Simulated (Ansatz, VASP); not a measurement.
**Two plane-wave programs on Cu3O2**

```xyz
5
Lattice="-1.9550 1.9550 3.4928 1.9550 -1.9550 3.4928 1.9550 1.9550 -3.4928" Properties=species:S:1:pos:R:3 pbc="T T T"
Cu    1.9550    0.0000    1.7464
Cu    0.0000    1.9550    1.7464
Cu    0.0000    0.0000    0.0000
O     1.9550    0.0000    0.0000
O     0.0000    1.9550    0.0000
```

Alike in both runs: task single point; functional LDA; k mesh 14 × 14 × 14; occupations gaussian, width 0.15 eV; no spin polarisation.

```csv
,VASP,Ansatz
version,VASP 6.6.1,Ansatz 0.2.0
potentials or method,"VASP PAW LDA potentials, release 64 (Cu, O), cutoff 520 eV","scalar-relativistic, plane waves, PAW"
valence electrons in the cell,45,69
```

```csv
,VASP,Ansatz,Ansatz less VASP
gap on the k mesh at the Fermi level (eV),none,none,-
pressure (GPa),10.0,8.3,-1.68
"traceless stress, the component that is largest in VASP (GPa)",12.83,10.81,-2.016
```

Ansatz warns that its potentials were made for another functional, while VASP's fit it. LDA's correlation is that of Perdew and Zunger in VASP and of Perdew and Wang (1992) in Ansatz. A gap of «none» marks a metal or a gap that the smearing closes. VASP's potentials hold 45 valence electrons a cell and Ansatz's 69, so a difference there can come from the potentials and not from the codes.
